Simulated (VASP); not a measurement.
# BN in VASP: a series of runs, part 2 of 2

VASP 6.6.1.

## 5. Single point, r2SCAN (strain +0.000 along x and y, +0.015 along z)

POSCAR

```
BN
1.0
    0.0000000000      1.8130010000      1.8401960150
    1.8130010000      0.0000000000      1.8401960150
    1.8130010000      1.8130010000      0.0000000000
B N
1 1
Direct
    0.0000000000      0.0000000000      0.0000000000
    0.7500000000      0.7500000000      0.7500000000
```

INCAR.step1

```
PREC     = Accurate       # precision mode
ENCUT    = 1460           # plane-wave cutoff, eV
ISMEAR   = 0              # smearing method
SIGMA    = 0.05           # smearing width, eV
LREAL    = False          # projectors in reciprocal space
LASPH    = True           # aspherical terms in the spheres
NELM     = 120            # most SCF steps
NBANDS   = 11             # bands
GGA      = PE             # functional
ALGO     = Normal         # electronic algorithm
EDIFF    = 1E-5           # SCF threshold, eV
LWAVE    = True           # write WAVECAR
LCHARG   = False          # write CHGCAR
GGA_COMPAT= False
```

INCAR.step2

```
PREC     = Accurate       # precision mode
ENCUT    = 1460           # plane-wave cutoff, eV
EDIFF    = 1E-6           # SCF threshold, eV
ISMEAR   = 0              # smearing method
SIGMA    = 0.05           # smearing width, eV
LREAL    = False          # projectors in reciprocal space
LASPH    = True           # aspherical terms in the spheres
NELM     = 120            # most SCF steps
ALGO     = Normal         # electronic algorithm
ISIF     = 2              # what is computed and relaxed
LWAVE    = False          # write WAVECAR
LCHARG   = True           # write CHGCAR
METAGGA  = R2SCAN         # meta-GGA
LMIXTAU  = True         
LELF     = True           # ELF
LVHAR    = True         
NBANDS   = 11             # bands
ISTART   = 1            
GGA_COMPAT= False
```

KPOINTS

```
regular mesh
0
Gamma
  12 12 12
```

Started as:

```sh
cat potpaw_PBE.64/B_h/POTCAR potpaw_PBE.64/N_h/POTCAR > POTCAR
cp INCAR.step1 INCAR
mpirun -np 1 vasp_std > vasp.out
cp INCAR.step2 INCAR
mpirun -np 1 vasp_std > vasp.out
```

It took 1.8 min on 1 thread of Intel Xeon Platinum 8488C (Sapphire Rapids), shared host; peak memory 0.25 GiB.

The run converged. Its results:

* Free energy: -19.1886 eV
* Pressure: -11.0 GPa
* Band gap on the k mesh: 4.83 eV (least direct gap 9.35 eV)

Stress tensor (GPa, compression positive):
```
 -7.78   0.00   0.00
  0.00  -7.78   0.00
  0.00   0.00 -17.38
```

Levels at points of the mesh, in eV from the valence-band top:
```
           k point  band 1  band 2  band 3  band 4  band 5  band 6  band 7  band 8
(0.00, 0.00, 0.00)  -21.06   -0.15    0.00    0.00    9.35    9.35    9.45   10.60
(0.50, 0.00, 0.00)  -16.88  -10.90   -2.13   -1.90   10.33   11.30   11.38   16.10
(0.50, 0.50, 0.00)  -15.61   -9.35   -4.88   -4.88    5.09    9.86   18.82   18.82
(0.50, 0.00, 0.50)  -15.44   -9.13   -5.09   -5.08    4.83    9.50   18.74   18.97
```

Caveat: the cell differs from its parent crystal (strain +0.000 along x and y, +0.015 along z); the stress differs along the axes, from -17 to -8 GPa; the PAW data sets were made with another functional, which shifts forces and pressure a little. A k mesh can miss the band edges.

## 6. Single point, r2SCAN (strain +0.000 along x and y, -0.015 along z)

POSCAR

```
BN
1.0
    0.0000000000      1.8130010000      1.7858059850
    1.8130010000      0.0000000000      1.7858059850
    1.8130010000      1.8130010000      0.0000000000
B N
1 1
Direct
    0.0000000000      0.0000000000      0.0000000000
    0.7500000000      0.7500000000      0.7500000000
```

INCAR.step1

```
SYSTEM = BN
ALGO = Normal
EDIFF = 1E-5
ENCUT = 1460
GGA = PE
GGA_COMPAT = .False.
ISMEAR = 0
LASPH = .True.
LCHARG = .False.
LREAL = .False.
LWAVE = .True.
NBANDS = 11
NELM = 120
PREC = Accurate
SIGMA = 0.05
```

INCAR.step2

```
SYSTEM = BN
ALGO = Normal
EDIFF = 1E-6
ENCUT = 1460
GGA_COMPAT = .False.
ISIF = 2
ISMEAR = 0
ISTART = 1
LASPH = .True.
LCHARG = .False.
LMIXTAU = .True.
LREAL = .False.
LWAVE = .False.
METAGGA = R2SCAN
NBANDS = 11
NELM = 120
PREC = Accurate
SIGMA = 0.05
```

KPOINTS

```
k-points
0
Gamma
  12 12 12
  0 0 0
```

Potentials or basis: VASP PAW PBE potentials, release 64 (B_h, N_h).

Started as:

```sh
cat potpaw_PBE.64/B_h/POTCAR potpaw_PBE.64/N_h/POTCAR > POTCAR
cp INCAR.step1 INCAR
mpirun -np 1 vasp_std > vasp.out
cp INCAR.step2 INCAR
mpirun -np 1 vasp_std > vasp.out
```

OUTCAR:

```text
SYSTEM = BN
   EDIFF = 1E-6
   ENCUT = 1460
   ISIF = 2
   ISMEAR = 0
   ISTART = 1
   LASPH = .True.
   LREAL = .False.
   METAGGA = R2SCAN
   NELM = 120
   PREC = Accurate

 ion  position               nearest neighbor table
   1  0.000  0.000  0.000-
   2  0.750  0.750  0.750-

  LATTYP: Found a body centered tetragonal cell.
 ALAT       =     2.5639706028
 C/A-ratio  =     1.3930003589

  Lattice vectors:

 A1 = (   0.0000000000,  -1.8130010000,  -1.7858059850)
 A2 = (   0.0000000000,   1.8130010000,  -1.7858059850)
 A3 = (   1.8130010000,   0.0000000000,   1.7858059850)

Analysis of symmetry for initial positions (statically):
=====================================================================
 Subroutine PRICEL returns:
 Original cell was already a primitive cell.

 Routine SETGRP: Setting up the symmetry group for a
 body centered tetragonal supercell.

 Subroutine GETGRP returns: Found  8 space group operations
 (whereof  8 operations were pure point group operations)
 out of a pool of 16 trial point group operations.

The static configuration has the point symmetry D_2d.

Analysis of symmetry for dynamics (positions and initial velocities):
=====================================================================
 Subroutine PRICEL returns:
 Original cell was already a primitive cell.

 Routine SETGRP: Setting up the symmetry group for a
 body centered tetragonal supercell.

 Subroutine GETGRP returns: Found  8 space group operations
 (whereof  8 operations were pure point group operations)
 out of a pool of 16 trial point group operations.

The dynamic configuration has the point symmetry D_2d.

 Subroutine INISYM returns: Found  8 space group operations
 (whereof  8 operations are pure point group operations),
 and found     1 'primitive' translations

----------------------------------------------------------------------------------------

                                     Primitive cell

  volume of cell :      11.7398

  direct lattice vectors                    reciprocal lattice vectors
     0.000000000  1.813001000  1.785805985    -0.275785838  0.275785838  0.279985622
     1.813001000  0.000000000  1.785805985     0.275785838 -0.275785838  0.279985622
     1.813001000  1.813001000  0.000000000     0.275785838  0.275785838 -0.279985622

  length of vectors
     2.544813479  2.544813479  2.563970603     0.480112076  0.480112076  0.480112076

  position of ions in fractional coordinates (direct lattice)
     0.000000000  0.000000000  0.000000000
     0.750000000  0.750000000  0.750000000

  ion indices of the primitive-cell ions
   primitive index   ion index
                 1           1
                 2           2

----------------------------------------------------------------------------------------

 KPOINTS: k-points

Automatic generation of k-mesh.
 Grid dimensions read from file:
 generate k-points for:   12   12   12

 Generating k-lattice:

  Cartesian coordinates                     Fractional coordinates (reciprocal lattice)
    -0.022982153  0.022982153  0.023332135     0.083333333 -0.000000000  0.000000000
     0.022982153 -0.022982153  0.023332135    -0.000000000  0.083333333  0.000000000
     0.022982153  0.022982153 -0.023332135     0.000000000  0.000000000  0.083333333

  Length of vectors
     0.040009340  0.040009340  0.040009340

  Shift w.r.t. Gamma in fractional coordinates (k-lattice)
     0.000000000  0.000000000  0.000000000

 Subroutine IBZKPT returns following result:
 ===========================================

 Found    163 irreducible k-points:

 Following reciprocal coordinates:
            Coordinates               Weight
  0.000000  0.000000  0.000000      1.000000
  0.083333  0.000000  0.000000      8.000000
  0.166667  0.000000  0.000000      8.000000
  0.250000  0.000000  0.000000      8.000000
  0.333333  0.000000  0.000000      8.000000
  0.416667  0.000000  0.000000      8.000000
[... 16 lines left out ...]
  0.500000  0.166667  0.000000      8.000000
 -0.416667  0.166667  0.000000      8.000000
 [... further k-points ...]
   k-points           NKPTS =    163   k-points in BZ     NKDIM =    163   number of bands    NBANDS=     11
   number of dos      NEDOS =    301   number of ions     NIONS =      2
   total plane-waves  NPLWV =  32768
   dimension x,y,z NGX =    32 NGY =   32 NGZ =   32
   dimension x,y,z NGXF=    64 NGYF=   64 NGZF=   64
   ions per type =               1   1
   NGX,Y,Z   is equivalent  to a cutoff of  20.90, 20.90, 20.75 a.u.
   NGXF,Y,Z  is equivalent  to a cutoff of  41.81, 41.81, 41.50 a.u.
 SYSTEM =  BN
   PREC   = accura    normal or accurate (medium, high low for compatibility)
   ISTART =      1    job   : 0-new  1-cont  2-samecut
   ICHARG =      0    charge: 1-file 2-atom 10-const
   ISPIN  =      1    spin polarized calculation?
   LNONCOLLINEAR =      F non collinear calculations
   LSORBIT =      F    spin-orbit coupling
   LASPH  =      T    aspherical Exc in radial PAW
   ENCUT  = 1460.0 eV 107.31 Ry   10.36 a.u.   7.93  7.93  7.99*2*pi/ulx,y,z
   NELM   =    120;   NELMIN=  2; NELMDL=  0     # of ELM steps
   EDIFF  = 0.1E-05   stopping-criterion for ELM
   LREAL  =      F    real-space projection
   EDIFFG = 0.1E-04   stopping-criterion for IOM
   NSW    =      0    number of steps for IOM
   IBRION =     -1    ionic relax: 0-MD 1-quasi-New 2-CG
   NFREE  =      0    steps in history (QN), initial steepest desc. (CG)
   ISIF   =      2    stress and relaxation
   ISYM   =      2    0-nonsym 1-usesym 2-fastsym
   POTIM  = 0.5000    time-step for ionic-motion
   TEBEG  =    0.0;   TEEND  =   0.0 temperature during run
   PSTRESS=    0.0 pullay stress
   NELECT =       8.0000    total number of electrons
   NUPDOWN=      -1.0000    fix difference up-down
   EMIN   =  10.00;   EMAX   =-10.00  energy-range for DOS
   EFERMI =   0.00;   METHOD = LEGACY
   ISMEAR =     0;   SIGMA  =   0.05  broadening in eV -4-tet -1-fermi 0-gaus
   EFERMI_NEDOS =   21; number of points for ismear=-14 and -15
   IALGO  =     38    algorithm
   IMIX   =      4    mixing-type and parameters
     AMIX     =   0.40;   BMIX     =  1.00
     AMIX_MAG =   1.60;   BMIX_MAG =  1.00
  volume/ion in A,a.u.               =       5.87        39.61
  Fermi-wavevector in a.u.,A,eV,Ry     =   1.440626  2.722389 28.237592  2.075404
  Thomas-Fermi vector in A             =   2.559349
   LORBIT       =      0    0 simple, 1 ext, 2 COOP (PROOUT), +10 PAW based schemes
   METAGGA = R2SCAN    functional components
   LHFCALC =     F    Hartree Fock is set to
   AEXX    =    0.0000 exact exchange contribution
   IVDW    =     0    specifies the selected vdW correction
   LEPSILON=     F    determine dielectric tensor
   LRPA    =     F    only Hartree local field effects (RPA)
 non-spin polarized calculation
 Gauss-broadening in eV      SIGMA  =   0.05
  energy-cutoff  :     1460.00
  volume of cell :       11.74
 maximum number of plane-waves:      1503
   NGX = 15   NGY = 15   NGZ = 15

 number of electron       8.0000000 magnetization

 Free energy of the ion-electron system (eV)
  ---------------------------------------------------
  ext. energy  EPLUGINS =         0.00000000
  ---------------------------------------------------
  free energy    TOTEN  =       -19.20039774 eV

  energy without entropy =      -19.20039774  energy(sigma->0) =      -19.20039774

 E-fermi :   9.3989     XC(G=0): -13.7886

 val. band max:        9.1066371114   @ k =   0.0000   0.0000   0.0000
 cond. band min:      13.8293634620   @ k =   0.5000   0.5000   0.0000
 fundamental gap:      4.7227263507
 Fermi energy:         9.3989141410

 k-point     1 :       0.0000    0.0000    0.0000
  band No.  band energies     occupation
      1     -12.3446      2.00000
      2       8.9580      2.00000
      3       8.9580      2.00000
      4       9.1066      2.00000
      5      18.5159      0.00000
      6      18.6258      0.00000
      7      18.6258      0.00000
      8      20.1727      0.00000
      9      35.2696      0.00000
     10      37.3866      0.00000
     11      38.1460      0.00000
[... 309 lines left out ...]
 k-point    24 :      -0.4167    0.1667    0.0000
  band No.  band energies     occupation
      1      -7.6441      2.00000
      2      -1.3823      2.00000
      3       4.8299      2.00000
      4       6.2010      2.00000
      5      18.8687      0.00000
      6      22.1315      0.00000
      7      22.2293      0.00000
      8      25.9302      0.00000
      9      31.3305      0.00000
     10      35.6405      0.00000
     11      37.4067      0.00000

 [... further k-points ...]
[... 5 lines left out ...]
  --------------------------------------------------------------------------------------
  -------------------------------------------------------------------------------------
  Total       -0.2225156     -0.2225156      0.4822932      0.0000000      0.0000000      0.0000000
  in kB      -30.3676185    -30.3676185     65.8205232      0.0000000      0.0000000      0.0000000
  external PRESSURE =       1.6950954 kB  Pullay stress =       0.0000000 kB

 VOLUME and BASIS-vectors are now :
 -----------------------------------------------------------------------------
  energy-cutoff  :     1460.00
  volume of cell :       11.74
      direct lattice vectors                 reciprocal lattice vectors
     0.000000000  1.813001000  1.785805985    -0.275785838  0.275785838  0.279985622
     1.813001000  0.000000000  1.785805985     0.275785838 -0.275785838  0.279985622
     1.813001000  1.813001000  0.000000000     0.275785838  0.275785838 -0.279985622

 POSITION                                       TOTAL-FORCE (eV/Angst)
 -----------------------------------------------------------------------------------
      0.00000      0.00000      0.00000         0.000000      0.000000      0.000000
      2.71950      2.71950      2.67871        -0.000000     -0.000000     -0.000000
 -----------------------------------------------------------------------------------
    total drift:                                0.000000      0.000000      0.000000

  FREE ENERGIE OF THE ION-ELECTRON SYSTEM (eV)
  ---------------------------------------------------
  free  energy   TOTEN  =       -19.2003977438 eV

  energy  without entropy=      -19.2003977438  energy(sigma->0) =      -19.20039774
```

It took 90 s on 1 thread of Intel Xeon Platinum 8559C (Emerald Rapids), shared host; peak memory 0.24 GiB.

Results:

```
Free energy            : -19.2004 eV
Pressure               : 0.2 GPa
Band gap on the k mesh : 4.72 eV (least direct gap 9.41 eV)
```

Stress tensor (GPa, compression positive):
```
-3.04  0.00  0.00
 0.00 -3.04  0.00
 0.00  0.00  6.58
```

Caveat: the cell differs from its parent crystal (strain +0.000 along x and y, -0.015 along z); the stress differs along the axes, from -3 to 7 GPa; the PAW data sets were made with another functional, which shifts forces and pressure a little.

## 7. Summary

| cell | gap on the mesh (eV) | pressure (GPa) |
| --- | --- | --- |
| a = 2.545, b = 2.545, c = 2.487 Å, angles 60.8, 60.8, 58.5°, 2 atoms | 4.61 | 13.0 |
| a = 2.526 Å, angles 60.0°, 2 atoms | 5.04 | 12.7 |
| a = 2.526, b = 2.526, c = 2.564 Å, angles 59.5, 59.5, 61.0°, 2 atoms | 4.46 | 6.4 |
| a = 2.583, b = 2.583, c = 2.564 Å, angles 60.2, 60.2, 59.5°, 2 atoms | 4.83 | -11.0 |
| a = 2.545, b = 2.545, c = 2.564 Å, angles 59.8, 59.8, 60.5°, 2 atoms | 4.72 | 0.2 |

Alike in all rows: task single point; level r2SCAN; potentials or basis VASP PAW PBE potentials, release 64 (B_h, N_h); no spin polarisation; k mesh 12 × 12 × 12; cutoff (eV) 1460; smearing gaussian 0.05 eV.

Caveats: the PAW data sets were made with another functional, which shifts forces and pressure a little; the stress differs along the axes, from -9 to 24 GPa (at least some runs); the cell stands under pressure (at least some runs); the stress differs along the axes, from -0 to 19 GPa (at least some runs); the stress differs along the axes, from -17 to -8 GPa (at least some runs); the stress differs along the axes, from -3 to 7 GPa (at least some runs).

Absolute energies hang on the potentials; compare differences alone.
